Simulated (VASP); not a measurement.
Here is a VASP 6.6.1 calculation.

The input INCAR:

```
SYSTEM = KCl
PREC = Accurate
ENCUT = 600
EDIFF = 1E-7
ISMEAR = -1
SIGMA = 0.05
LREAL = .FALSE.
LASPH = .TRUE.
NELM = 80
ALGO = Normal
ISIF = 3
LWAVE = .FALSE.
LCHARG = .FALSE.
GGA = PS
IBRION = 2
NSW = 60
EDIFFG = -0.01
```

KPOINTS

```
regular mesh
0
G
  7 7 7
  0 0 0
```

Contents of POSCAR:

```
KCl
1.0
    0.0000000000      3.1464700000      3.1464700000
    3.1464700000      0.0000000000      3.1464700000
    3.1464700000      3.1464700000      0.0000000000
K Cl
1 1
Direct
    0.0000000000      0.0000000000      0.0000000000
    0.5000000000      0.5000000000      0.5000000000
```

Potentials or basis: VASP PAW PBE potentials, release 64 (K_sv, Cl).

The run is started by

```console
$ cat potpaw_PBE.64/K_sv/POTCAR potpaw_PBE.64/Cl/POTCAR > POTCAR
$ mpirun -np 1 vasp_std > vasp.out
```

Task: What does it give for the relaxed cell?

Result: a = 4.423 Å, b = 4.423 Å, c = 4.423 Å, α = 60.00°, β = 60.00°, γ = 60.00°.

Task: What does it give for the relaxed volume?

Result: 30.58 Å³/atom.

Task: What does it give for the band gap on the k mesh?

Result: 5.08 eV, direct.

Final structure:
```
CELL_PARAMETERS angstrom
0.00000 3.12728 3.12728
3.12728 0.00000 3.12728
3.12728 3.12728 0.00000
ATOMIC_POSITIONS crystal
K 0.00000 0.00000 0.00000
Cl 0.50000 0.50000 0.50000
```

Caveat: the PAW data sets were made with another functional, which shifts forces and pressure a little. A k mesh can miss the band edges.
